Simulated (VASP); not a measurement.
Runs of VASP 6.6.1 on MnS. The structure is that of space group Fm-3m (No. 225), or close to it. The cells are those of the table. 

```tsv
task	cell	gap on the mesh (eV)	pressure (GPa)	moment (μB)
single point	a = 3.731 Å, angles 60.0°, 2 atoms	none	(a)	(b)
electric field gradients	a = 3.620 Å, angles 60.0°, 2 atoms	none	-0.8	4.53
electric field gradients	a = 3.694 Å, angles 60.0°, 2 atoms	none	-3.3	4.74
electric field gradients	a = 3.657 Å, angles 60.0°, 2 atoms	none	-2.2	4.63
single point	a = 3.620 Å, angles 60.0°, 2 atoms	none	-0.8	4.53
single point	a = 3.657 Å, angles 60.0°, 2 atoms	none	-2.2	4.63
single point	a = 3.767 Å, angles 60.0°, 2 atoms	none	-5.9	4.85
```

Alike in all rows: level PBE; potentials or basis VASP PAW PBE potentials, release 64 (Mn_pv, S); spin collinear, ferromagnetic start; k mesh 12 × 12 × 12; cutoff (eV) 520; smearing fermi-dirac 0.05 eV.

Question: Fill in the values left out.

Answer: (a) -4.6; (b) 4.81.

Caveats: a cell with one magnetic atom can't hold antiferromagnetic order, which such compounds often take; semilocal functionals often make such compounds metallic where correlation or magnetic order opens a gap, which also shifts bond lengths.

A gap of «none» marks levels without a gap at the run's occupations.
